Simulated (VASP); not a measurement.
# EuAl4Si2Rh in VASP: single point with PBEsol

Aim: the single point of EuAl4Si2Rh with PBEsol.

All numbers are computed with VASP 6.6.1; they aren't measurements. Logs are shortened: lines on timing, memory, paths and dates and some standing lists are left out, and cuts for length are marked.

## (1) The cell of the first run

The cell holds a disordered packing, 16 atoms: a = 6.660 Å, b = 6.660 Å, c = 6.660 Å, α = 90.00°, β = 90.00°, γ = 90.00°.

## (2) Single point, PBEsol, collinear spin, ferromagnetic start

Contents of INCAR:

```
SYSTEM = EuAl4Si2Rh
PREC     = Accurate       ! precision mode
ENCUT    = 520            ! plane-wave cutoff, eV
EDIFF    = 1E-6           ! SCF threshold, eV
ISMEAR   = 0              ! smearing method
SIGMA    = 0.05           ! smearing width, eV
LREAL    = Auto         
LASPH    = .TRUE.         ! aspherical terms in the spheres
NELM     = 150            ! most SCF steps
ALGO     = Normal         ! electronic algorithm
ISIF     = 2              ! what is computed and relaxed
LWAVE    = .FALSE.        ! write WAVECAR
LCHARG   = .TRUE.         ! write CHGCAR
ISPIN    = 2              ! spin polarisation
MAGMOM   = 0 0 0 0 0 0 0 0 7.25 7.35 0 0 0 0 0 0 ! initial moments
LORBIT   = 11             ! projections on sites
LMAXMIX  = 6              ! l up to which the mixer works
GGA      = PS             ! functional
LELF     = .TRUE.         ! ELF
LVHAR    = .TRUE.       
NBANDS   = 70             ! bands
```

Contents of KPOINTS:

```
Automatic mesh
0
G
  2 2 2
  0 0 0
```

Contents of POSCAR:

```
EuAl4Si2Rh
1.0
    6.6601362999      0.0000000000      0.0000000000
    0.0000000000      6.6601362999      0.0000000000
    0.0000000000      0.0000000000      6.6601362999
Al Eu Rh Si
8 2 2 4
Direct
    0.3135559600      0.4772118144      0.5492804703
    0.6582414441      0.6925855597      0.6432459847
    0.9146525588      0.4757493396      0.3827452034
    0.5476076348      0.6772598775      0.2276055117
    0.3367910040      0.8104783071      0.8924223820
    0.4671455784      0.1362632311      0.6819286465
    1.0128971350      0.8582698042      0.6353069929
    0.8514725712      0.4982687532      0.9608930624
    0.1584690873      0.2002789306      0.0899222986
    0.6223839798      0.1543822097      0.2249128601
    0.3559236836      0.8293548957      0.5071730282
    0.1383805361      0.1793591359      0.4933839138
    0.8728782266      0.8802352724     -0.0117833647
    0.8456476119      0.2170854359      0.6774332594
    0.4628200559      0.4539576006      0.9112299853
    0.1179183907      0.7794956062      0.2681203508
```

Potentials or basis: VASP PAW PBE potentials, release 64 (Al, Eu, Rh_pv, Si).

On the command line:

```bash
cat potpaw_PBE.64/Al/POTCAR potpaw_PBE.64/Eu/POTCAR potpaw_PBE.64/Rh_pv/POTCAR potpaw_PBE.64/Si/POTCAR > POTCAR
mpirun -np 1 vasp_std > vasp.out
```

OUTCAR:

```text
SYSTEM = EuAl4Si2Rh
   PREC = Accurate
   ENCUT = 520
   EDIFF = 1E-6
   ISMEAR = 0
   LREAL = Auto
   LASPH = .TRUE.
   NELM = 150
   ISIF = 2
   ISPIN = 2
   LORBIT = 11
   GGA = PS

 ion  position               nearest neighbor table
   1  0.314  0.477  0.549-  12 2.33  11 2.38  15 2.61   6 2.64   2 2.78   3 2.88   4 2.97  16 3.04
                             5 3.19   7 3.28
   2  0.658  0.693  0.643-  11 2.39   7 2.61  15 2.72   1 2.78   8 2.79   5 2.82   3 2.83   4 2.87
                            13 2.98   6 3.23
   3  0.915  0.476  0.383-  16 2.55  12 2.58  14 2.65   2 2.83   8 2.84   1 2.88   4 2.97  10 3.08
                             7 3.12   9 3.13
   4  0.548  0.677  0.228-  11 2.47  15 2.64   5 2.78   2 2.87   8 2.94  16 2.95   1 2.97   3 2.97
                            13 3.01  10 3.22
   5  0.337  0.810  0.892-  15 2.52  11 2.57   6 2.73   7 2.77   4 2.78   2 2.82  16 2.90   9 3.14
                            13 3.19   1 3.19
   6  0.467  0.136  0.682-  11 2.47  12 2.54  14 2.58  15 2.61   1 2.64   5 2.73  10 3.22   2 3.23
                             9 3.43
   7  0.013  0.858  0.635-  11 2.45  12 2.48  13 2.53  16 2.60   2 2.61  14 2.65   5 2.77   3 3.12
                             1 3.28
   8  0.851  0.498  0.961-  13 2.55  15 2.63  14 2.66   2 2.79   3 2.84   4 2.94   9 2.98  10 3.27
[... 5 lines left out ...]
  11  0.356  0.829  0.507-  16 2.27   1 2.38   2 2.39   7 2.45   6 2.47   4 2.47   5 2.57  12 2.75
                            10 3.37
  12  0.138  0.179  0.493-  14 2.32   1 2.33   7 2.48   6 2.54   3 2.58   9 2.69  11 2.75  16 3.06

  13  0.873  0.880  0.988-   7 2.53   8 2.55  16 2.57  10 2.93   9 2.94   2 2.98   4 3.01  14 3.06
                             5 3.19
  14  0.846  0.217  0.677-  12 2.32   6 2.58   7 2.65   3 2.65   8 2.66  13 3.06
  15  0.463  0.454  0.911-   5 2.52   6 2.61   1 2.61   8 2.63   4 2.64   2 2.72   9 2.89  10 3.08

  16  0.118  0.779  0.268-  11 2.27   3 2.55  13 2.57   7 2.60   5 2.90   4 2.95   1 3.04   9 3.06
                            12 3.06

  LATTYP: Found a simple cubic cell.
 ALAT       =     6.6601362999

  Lattice vectors:

 A1 = (   6.6601362999,   0.0000000000,   0.0000000000)
 A2 = (   0.0000000000,   6.6601362999,   0.0000000000)
 A3 = (   0.0000000000,   0.0000000000,   6.6601362999)

Analysis of symmetry for initial positions (statically):
=====================================================================
 Subroutine PRICEL returns:
 Original cell was already a primitive cell.

 Routine SETGRP: Setting up the symmetry group for a
[... 189 lines left out ...]
  ---------------------------------------------------
  free energy    TOTEN  =       -98.99945132 eV

  energy without entropy =      -98.99145037  energy(sigma->0) =      -98.99545084

 E-fermi :   6.9340     XC(G=0): -10.5410

 val. band max:        6.9322065505   @ k =   0.5000   0.5000   0.5000
 cond. band min:       6.9444568795   @ k =   0.5000   0.0000   0.5000
 fundamental gap:      0.0122503290
 Fermi energy:         6.9340113108

 spin component 1

 k-point     1 :       0.0000    0.0000    0.0000
  band No.  band energies     occupation
      1     -39.9450      1.00000
      2     -39.8660      1.00000
      3     -39.7086      1.00000
      4     -39.6025      1.00000
      5     -39.4918      1.00000
      6     -39.3349      1.00000
[... 525 lines left out ...]
     63       7.3347      0.00000
     64       7.5985      0.00000
 Fermi energy:         6.9340113108

 spin component 2

 k-point     1 :       0.0000    0.0000    0.0000
  band No.  band energies     occupation
      1     -39.9521      1.00000
      2     -39.8671      1.00000
      3     -39.7138      1.00000
      4     -39.6210      1.00000
      5     -39.4953      1.00000
      6     -39.3608      1.00000
[... 525 lines left out ...]
     63      10.7335      0.00000
     64      10.8002      0.00000
 [bands above 64 left out]

------------------------ aborting loop because EDIFF is reached ----------------------------------------

  FORCE on cell =-STRESS in cart. coord.  units (eV):
  Direction    XX          YY          ZZ          XY          YZ          ZX
  --------------------------------------------------------------------------------------
  -------------------------------------------------------------------------------------
  Total        6.3404819      4.6308499     -1.7147471     -0.9004374     -0.1113214      0.7969950
  in kB       34.3861457     25.1143496     -9.2995366     -4.8833151     -0.6037262      4.3223191
  external PRESSURE =      16.7336529 kB  Pullay stress =       0.0000000 kB

 VOLUME and BASIS-vectors are now :
 -----------------------------------------------------------------------------
  energy-cutoff  :      520.00
  volume of cell :      295.43
      direct lattice vectors                 reciprocal lattice vectors
     6.660136300  0.000000000  0.000000000     0.150147077  0.000000000  0.000000000
     0.000000000  6.660136300  0.000000000     0.000000000  0.150147077  0.000000000
     0.000000000  0.000000000  6.660136300     0.000000000  0.000000000  0.150147077

 POSITION                                       TOTAL-FORCE (eV/Angst)
 -----------------------------------------------------------------------------------
      2.08833      3.17830      3.65828        -0.091277      0.207068      0.071965
      4.38398      4.61271      4.28411         0.545246     -0.529401      0.203859
      6.09171      3.16856      2.54914        -0.017751      0.580301     -0.010839
      3.64714      4.51064      1.51588         0.341685     -0.358232     -0.380818
      2.24307      5.39790      5.94365        -0.400961     -0.186946      0.289147
      3.11125      0.90753      4.54174         0.493073      0.105532      0.578401
[... 8 lines left out ...]
      3.08244      3.02342      6.06892         0.654737      0.290393      0.385551
      0.78535      5.19155      1.78572        -0.949046      0.079069     -1.264097
 -----------------------------------------------------------------------------------
    total drift:                               -0.003825      0.013460     -0.008573

  FREE ENERGIE OF THE ION-ELECTRON SYSTEM (eV)
  ---------------------------------------------------
  free  energy   TOTEN  =       -98.9994513180 eV

  energy  without entropy=      -98.9914503656  energy(sigma->0) =      -98.99545084

 total charge

# of ion       s       p       d       f       tot
--------------------------------------------------
    1        0.441   0.375   0.000   0.000   0.816
    2        0.438   0.354   0.000   0.000   0.792
    3        0.427   0.366   0.000   0.000   0.793
    4        0.443   0.318   0.000   0.000   0.761
    5        0.430   0.350   0.000   0.000   0.780
    6        0.419   0.374   0.000   0.000   0.793
[... 8 lines left out ...]
   15        0.787   0.900   0.000   0.000   1.687
   16        0.799   0.810   0.000   0.000   1.609
--------------------------------------------------
tot         11.643  30.234  15.834  13.071  70.783

 magnetization (x)

# of ion       s       p       d       f       tot
--------------------------------------------------
    1       -0.001   0.000   0.000   0.000  -0.000
    2       -0.002  -0.001   0.000   0.000  -0.003
    3       -0.002  -0.000   0.000   0.000  -0.002
    4       -0.001   0.003   0.000   0.000   0.002
    5       -0.004   0.001   0.000   0.000  -0.003
    6       -0.002   0.001   0.000   0.000  -0.001
[... 8 lines left out ...]
   15       -0.004  -0.008   0.000   0.000  -0.012
   16       -0.001  -0.004   0.000   0.000  -0.004
--------------------------------------------------
tot         -0.030  -0.182   0.208  12.981  12.977
```

OSZICAR:

```text
N       E                     dE             d eps       ncg     rms          rms(c)
DAV:   1     0.892567699165E+03    0.89257E+03   -0.41103E+04  3584   0.445E+03
DAV:   2     0.857127147034E+02   -0.80685E+03   -0.75590E+03  3988   0.848E+02
[... 47 lines left out ...]
DAV:  50    -0.989994423000E+02   -0.72735E-05   -0.12206E-05  2328   0.183E-02    0.352E-01
DAV:  51    -0.989994597767E+02   -0.17477E-04   -0.20842E-05  3368   0.618E-02    0.574E-02
DAV:  52    -0.989994557888E+02    0.39878E-05   -0.20905E-06  1936   0.352E-02    0.386E-02
DAV:  53    -0.989994524297E+02    0.33592E-05   -0.31489E-06  2194   0.568E-02    0.206E-02
DAV:  54    -0.989994511686E+02    0.12611E-05   -0.20911E-06  1984   0.431E-02    0.720E-03
DAV:  55    -0.989994513180E+02   -0.14944E-06   -0.23261E-06  1936   0.146E-02
   1 F= -.98999451E+02 E0= -.98995451E+02  d E =-.800095E-02  mag=    13.8444
```

It took 37 min on 1 thread of Intel Xeon Platinum 8488C (Sapphire Rapids), shared host; peak memory 0.57 GiB.

What came out:

* Free energy: -98.9995 eV
* Pressure: 1.7 GPa
* Largest force: 1.583 eV/Å
* Net moment: 13.84 μB per cell
* Site moments: Al -0.00, +0.00 (each value once); Eu +6.50, +6.53; Rh -0.01, -0.02; Si -0.01, -0.00 (each value once) μB
* Valence electrons inside the program's atomic spheres: Al 0.82, 0.79, 0.76, 0.78, 0.81 (each value once); Eu 14.83, 14.74; Rh 14.26, 14.11; Si 1.62, 1.59, 1.69, 1.61

Forces in eV/Å, atoms in the order of the input:
```
Al  -0.091  0.207  0.072
Al   0.545 -0.529  0.204
Al  -0.018  0.580 -0.011
Al   0.342 -0.358 -0.381
Al  -0.401 -0.187  0.289
Al   0.493  0.106  0.578
Al  -0.219 -0.210  0.207
Al  -0.415  0.300 -0.144
Eu  -0.128 -0.270 -1.244
Eu   0.181  0.003  0.325
Rh   0.883  0.668  0.137
Rh  -0.565 -0.060 -0.103
Si   0.027 -0.765  0.189
Si  -0.339  0.146  0.760
Si   0.655  0.290  0.386
Si  -0.949  0.079 -1.264
```

Caveat: the k points lie up to 0.47 Å⁻¹ apart; the PAW data sets were made with another functional, which shifts forces and pressure a little; spin-orbit coupling is left out, which moves the levels of the heavy elements; semilocal functionals describe open f shells poorly, which spoils levels, moments and volumes.
